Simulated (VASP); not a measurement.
# Al (P6_3/mmc) in VASP: single point with r2SCAN

Aim: the single point of Al with r2SCAN.

Everything below comes from runs of VASP 6.6.1. Logs are shortened: lines on timing, memory, paths and dates and some standing lists are left out, and cuts for length are marked.

## (1) The cell of the first run

It takes space group P6_3/mmc (No. 194, hexagonal). Conventional cell: a = 2.812 Å, b = 2.812 Å, c = 4.867 Å, α = 90.00°, β = 90.00°, γ = 120.00°. Al (site symmetry -6m2) has 12 Al at 2.81 to 2.93 Å within 3.7 Å.

## (2) Single point, r2SCAN

POSCAR reads:

```
Al
1.0
    2.8124550000      0.0000000000      0.0000000000
   -1.4062280000      2.4356580000      0.0000000000
    0.0000000000      0.0000000000      4.8668500000
Al
2
Direct
    0.6666666667      0.3333333333      0.7500000000
    0.3333333333      0.6666666667      0.2500000000
```

INCAR.step1 reads:

```
PREC = Accurate
ENCUT = 520
ISMEAR = 1
SIGMA = 0.1
LREAL = False
LASPH = True
NELM = 80
NBANDS = 10
GGA = PE
ALGO = Normal
EDIFF = 1E-4
LWAVE = True
LCHARG = False
```

INCAR.step2 reads:

```
PREC = Accurate
ENCUT = 520
EDIFF = 1E-6
ISMEAR = 1
SIGMA = 0.1
LREAL = False
LASPH = True
NELM = 80
ALGO = Normal
ISIF = 2
LWAVE = False
LCHARG = False
METAGGA = R2SCAN
LMIXTAU = True
NBANDS = 10
ISTART = 1
```

KPOINTS reads:

```
Automatic mesh
0
Gamma
  9 9 5
```

Potentials or basis: VASP PAW PBE potentials, release 64 (Al).

The run is started by

```console
> cat potpaw_PBE.64/Al/POTCAR > POTCAR
> cp INCAR.step1 INCAR
> mpirun -np 1 vasp_std > vasp.out
> cp INCAR.step2 INCAR
> mpirun -np 1 vasp_std > vasp.out
```

OUTCAR:

```text
PREC = Accurate
   ENCUT = 520
   EDIFF = 1E-6
   ISMEAR = 1
   LREAL = False
   LASPH = True
   NELM = 80
   ISIF = 2
   METAGGA = R2SCAN
   ISTART = 1

 ion  position               nearest neighbor table
   1  0.667  0.333  0.750-   2 2.93   2 2.93   2 2.93   2 2.93   2 2.93   2 2.93
   2  0.333  0.667  0.250-   1 2.93   1 2.93   1 2.93   1 2.93   1 2.93   1 2.93

  LATTYP: Found a hexagonal cell.
 ALAT       =     2.8124550000
 C/A-ratio  =     1.7304632430

  Lattice vectors:

 A1 = (   2.8124550000,   0.0000000000,   0.0000000000)
 A2 = (  -1.4062280000,   2.4356580000,   0.0000000000)
 A3 = (   0.0000000000,   0.0000000000,   4.8668500000)

Analysis of symmetry for initial positions (statically):
=====================================================================
 Subroutine PRICEL returns:
 Original cell was already a primitive cell.

 Routine SETGRP: Setting up the symmetry group for a
 hexagonal supercell.

 Subroutine GETGRP returns: Found 24 space group operations
 (whereof 12 operations were pure point group operations)
 out of a pool of 24 trial point group operations.

The static configuration has the point symmetry D_3d.
 The point group associated with its full space group is D_6h.

Analysis of symmetry for dynamics (positions and initial velocities):
=====================================================================
 Subroutine PRICEL returns:
 Original cell was already a primitive cell.

 Routine SETGRP: Setting up the symmetry group for a
 hexagonal supercell.

 Subroutine GETGRP returns: Found 24 space group operations
 (whereof 12 operations were pure point group operations)
 out of a pool of 24 trial point group operations.

The dynamic configuration has the point symmetry D_3d.
 The point group associated with its full space group is D_6h.

 Subroutine INISYM returns: Found 24 space group operations
 (whereof 12 operations are pure point group operations),
 and found     1 'primitive' translations

----------------------------------------------------------------------------------------

                                     Primitive cell

  volume of cell :      33.3388

  direct lattice vectors                    reciprocal lattice vectors
     2.812455000  0.000000000  0.000000000     0.355561245  0.205283409  0.000000000
    -1.406228000  2.435658000  0.000000000     0.000000000  0.410566672  0.000000000
     0.000000000  0.000000000  4.866850000     0.000000000  0.000000000  0.205471712

  length of vectors
     2.812455000  2.812455703  4.866850000     0.410566775  0.410566672  0.205471712

  position of ions in fractional coordinates (direct lattice)
     0.666666667  0.333333333  0.750000000
     0.333333333  0.666666667  0.250000000

  ion indices of the primitive-cell ions
   primitive index   ion index
                 1           1
                 2           2

----------------------------------------------------------------------------------------

 KPOINTS: Automatic mesh

Automatic generation of k-mesh.
 Grid dimensions read from file:
 generate k-points for:    9    9    5

 Generating k-lattice:

  Cartesian coordinates                     Fractional coordinates (reciprocal lattice)
     0.039506805  0.022809268  0.000000000     0.111111111  0.000000000  0.000000000
     0.000000000  0.045618519  0.000000000     0.000000000  0.111111111  0.000000000
     0.000000000  0.000000000  0.041094342     0.000000000  0.000000000  0.200000000

  Length of vectors
     0.045618531  0.045618519  0.041094342

  Shift w.r.t. Gamma in fractional coordinates (k-lattice)
     0.000000000  0.000000000  0.000000000

 Subroutine IBZKPT returns following result:
 ===========================================

 Found     36 irreducible k-points:

 Following reciprocal coordinates:
            Coordinates               Weight
  0.000000  0.000000  0.000000      1.000000
  0.111111  0.000000  0.000000      6.000000
  0.222222  0.000000  0.000000      6.000000
  0.333333  0.000000  0.000000      6.000000
  0.444444  0.000000  0.000000      6.000000
  0.111111  0.111111  0.000000      6.000000
[... 16 lines left out ...]
  0.333333  0.222222  0.200000     24.000000
  0.333333  0.333333  0.200000      4.000000
 [... further k-points ...]
   k-points           NKPTS =     36   k-points in BZ     NKDIM =     36   number of bands    NBANDS=     10
   number of dos      NEDOS =    301   number of ions     NIONS =      2
   total plane-waves  NPLWV =  20736
   dimension x,y,z NGX =    24 NGY =   24 NGZ =   36
   dimension x,y,z NGXF=    48 NGYF=   48 NGZF=   72
   ions per type =               2
   NGX,Y,Z   is equivalent  to a cutoff of  14.19, 14.19, 12.30 a.u.
   NGXF,Y,Z  is equivalent  to a cutoff of  28.37, 28.37, 24.59 a.u.
 SYSTEM =  unknown system
   PREC   = accura    normal or accurate (medium, high low for compatibility)
   ISTART =      1    job   : 0-new  1-cont  2-samecut
   ICHARG =      0    charge: 1-file 2-atom 10-const
   ISPIN  =      1    spin polarized calculation?
   LNONCOLLINEAR =      F non collinear calculations
   LSORBIT =      F    spin-orbit coupling
   LASPH  =      T    aspherical Exc in radial PAW
   ENCUT  =  520.0 eV  38.22 Ry    6.18 a.u.   5.23  5.23  9.05*2*pi/ulx,y,z
   NELM   =     80;   NELMIN=  2; NELMDL=  0     # of ELM steps
   EDIFF  = 0.1E-05   stopping-criterion for ELM
   LREAL  =      F    real-space projection
   EDIFFG = 0.1E-04   stopping-criterion for IOM
   NSW    =      0    number of steps for IOM
   IBRION =     -1    ionic relax: 0-MD 1-quasi-New 2-CG
   NFREE  =      0    steps in history (QN), initial steepest desc. (CG)
   ISIF   =      2    stress and relaxation
   ISYM   =      2    0-nonsym 1-usesym 2-fastsym
   POTIM  = 0.5000    time-step for ionic-motion
   TEBEG  =    0.0;   TEEND  =   0.0 temperature during run
   PSTRESS=    0.0 pullay stress
   NELECT =       6.0000    total number of electrons
   NUPDOWN=      -1.0000    fix difference up-down
   EMIN   =  10.00;   EMAX   =-10.00  energy-range for DOS
   EFERMI =   0.00;   METHOD = LEGACY
   ISMEAR =     1;   SIGMA  =   0.10  broadening in eV -4-tet -1-fermi 0-gaus
   EFERMI_NEDOS =   21; number of points for ismear=-14 and -15
   IALGO  =     38    algorithm
   IMIX   =      4    mixing-type and parameters
     AMIX     =   0.40;   BMIX     =  1.00
     AMIX_MAG =   1.60;   BMIX_MAG =  1.00
  volume/ion in A,a.u.               =      16.67       112.49
  Fermi-wavevector in a.u.,A,eV,Ry     =   0.924291  1.746656 11.623641  0.854313
  Thomas-Fermi vector in A             =   2.050021
   LORBIT       =      0    0 simple, 1 ext, 2 COOP (PROOUT), +10 PAW based schemes
   METAGGA = R2SCAN    functional components
   LHFCALC =     F    Hartree Fock is set to
   AEXX    =    0.0000 exact exchange contribution
   IVDW    =     0    specifies the selected vdW correction
   LEPSILON=     F    determine dielectric tensor
   LRPA    =     F    only Hartree local field effects (RPA)
 non-spin polarized calculation
 Methfessel and Paxton  Order N= 1 SIGMA  =   0.10
  energy-cutoff  :      520.00
  volume of cell :       33.34
 maximum number of plane-waves:       917
 NGX is ok and might be reduce to    24
   NGX = 11   NGY = 11   NGZ = 19

 number of electron       6.0000000 magnetization

 Free energy of the ion-electron system (eV)
  ---------------------------------------------------
  ext. energy  EPLUGINS =         0.00000000
  ---------------------------------------------------
  free energy    TOTEN  =       -13.40155101 eV

  energy without entropy =      -13.40057289  energy(sigma->0) =      -13.40122497

 E-fermi :   7.9832     XC(G=0): -10.8757

 val. band max:        7.8220459868   @ k =   0.3333   0.0000   0.0000
 cond. band min:       8.0024897206   @ k =   0.3333   0.2222   0.2000
 fundamental gap:      0.1804437338
 Fermi energy:         7.9832401426

 k-point     1 :       0.0000    0.0000    0.0000
  band No.  band energies     occupation
      1      -3.8675      2.00000
      2       2.6369      2.00000
      3       2.6599      2.00000
      4      19.6940      0.00000
      5      20.1583      0.00000
      6      20.1583      0.00000
      7      20.2691      0.00000
      8      20.2691      0.00000
      9      21.2550      0.00000
     10      23.6578      0.00000

 k-point     2 :       0.1111    0.0000    0.0000
  band No.  band energies     occupation
      1      -3.5400      2.00000
      2       2.9452      2.00000
      3       2.9765      2.00000
      4      15.9938      0.00000
      5      18.0009      0.00000
      6      19.0527      0.00000
      7      20.4928      0.00000
      8      21.3607      0.00000
      9      22.3267      0.00000
     10      22.4331      0.00000

 k-point     3 :       0.2222    0.0000    0.0000
  band No.  band energies     occupation
      1      -2.5622      2.00000
      2       3.8701      2.00000
      3       3.9091      2.00000
      4      11.6225      0.00000
      5      16.3388      0.00000
      6      16.6973      0.00000
      7      17.7278      0.00000
      8      18.5021      0.00000
      9      21.6220      0.00000
     10      21.8600      0.00000

 k-point     4 :       0.3333    0.0000    0.0000
  band No.  band energies     occupation
      1      -0.9478      2.00000
      2       5.3184      2.00000
      3       5.4102      2.00000
      4       7.8220      2.04503
      5      13.4960      0.00000
      6      13.7874      0.00000
      7      15.2327      0.00000
      8      17.1042      0.00000
      9      20.6749      0.00000
     10      21.1723      0.00000
[... 222 lines left out ...]
 k-point    22 :       0.2222    0.2222    0.2000
  band No.  band energies     occupation
      1       0.2699      2.00000
      2       4.0656      2.00000
      3       8.3144     -0.00003
      4       8.6068     -0.00000
      5       9.6471     -0.00000
      6      12.5938      0.00000
      7      12.8164      0.00000
      8      17.3464      0.00000
      9      17.5947      0.00000
     10      20.4745      0.00000

 k-point    23 :       0.3333    0.2222    0.2000
  band No.  band energies     occupation
      1       2.4712      2.00000
      2       5.1022      2.00000
      3       6.3985      2.00000
      4       8.0025      0.68079
      5       9.2263     -0.00000
      6      11.2382      0.00000
      7      12.4125      0.00000
      8      14.4079      0.00000
      9      16.9250      0.00000
     10      22.2916      0.00000

 k-point    24 :       0.3333    0.3333    0.2000
  band No.  band energies     occupation
      1       4.8981      2.00000
      2       4.8981      2.00000
      3       4.9280      2.00000
      4       8.5839     -0.00000
      5       9.0577     -0.00000
      6       9.0577     -0.00000
      7      13.9924      0.00000
      8      14.1018      0.00000
      9      14.1018      0.00000
     10      24.4887      0.00000

 [... further k-points ...]
[... 5 lines left out ...]
  --------------------------------------------------------------------------------------
  -------------------------------------------------------------------------------------
  Total       -0.6057294     -0.6057296     -0.6534443      0.0000001      0.0000000      0.0000000
  in kB      -29.1098091    -29.1098216    -31.4028655      0.0000060      0.0000000      0.0000000
  external PRESSURE =     -29.8741654 kB  Pullay stress =       0.0000000 kB

 VOLUME and BASIS-vectors are now :
 -----------------------------------------------------------------------------
  energy-cutoff  :      520.00
  volume of cell :       33.34
      direct lattice vectors                 reciprocal lattice vectors
     2.812455000  0.000000000  0.000000000     0.355561245  0.205283409  0.000000000
    -1.406228000  2.435658000  0.000000000     0.000000000  0.410566672  0.000000000
     0.000000000  0.000000000  4.866850000     0.000000000  0.000000000  0.205471712

 POSITION                                       TOTAL-FORCE (eV/Angst)
 -----------------------------------------------------------------------------------
      1.40623      0.81189      3.65014         0.000000      0.000000      0.000000
     -0.00000      1.62377      1.21671        -0.000000      0.000000      0.000000
 -----------------------------------------------------------------------------------
    total drift:                                0.000000     -0.000000     -0.000000

  FREE ENERGIE OF THE ION-ELECTRON SYSTEM (eV)
  ---------------------------------------------------
  free  energy   TOTEN  =       -13.4015510118 eV

  energy  without entropy=      -13.4005728949  energy(sigma->0) =      -13.40122497
```

Wall time 14 s (1 thread of Intel Xeon 6975P-C (Granite Rapids), shared host); peak memory 0.15 GiB.

Results:

```
Free energy            : -13.4016 eV
Pressure               : -3.0 GPa
Band gap on the k mesh : zero (band 3 reaches 10.21 eV, above the bottom of band 4 at 5.34 eV)
```

Caveat: the PAW data sets were made with another functional, which shifts forces and pressure a little.
